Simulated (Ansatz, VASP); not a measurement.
One calculation of Te, two programs

```
CELL_PARAMETERS angstrom
14.00000 0.00000 0.00000
0.00000 14.40000 0.00000
0.00000 0.00000 14.80000
ATOMIC_POSITIONS crystal
Te 0.50000 0.50000 0.50000
```

Alike in both runs: task single point; functional PBEsol; k mesh 1 × 1 × 1; occupations fermi-dirac, width 0.01 eV; collinear spin.

```csv
,VASP,Ansatz
version,VASP 6.6.1,Ansatz 0.2.0
potentials or method,"VASP PAW PBE potentials, release 64 (Te), cutoff 520 eV","plane waves (420 eV) with PAW, scalar-relativistic"
valence electrons in the cell,6,16
```

|  | VASP | Ansatz | Ansatz less VASP |
| --- | --- | --- | --- |
| net moment per atom (μB) | 2.00 | 2.00 | 0.000 |
| size of the moment on the site where the two differ most (μB) | 0.95 | 2.00 | +1.052 |

VASP's potentials were made for PBE, not for PBEsol, and Ansatz warns of the same on its side. Site moments also hang on the region over which each program counts them. VASP's potentials hold 6 valence electrons a cell and Ansatz's 16, so a difference there can come from the potentials and not from the codes. Ansatz's warnings: stability check not made.

Spin-orbit coupling is off throughout.
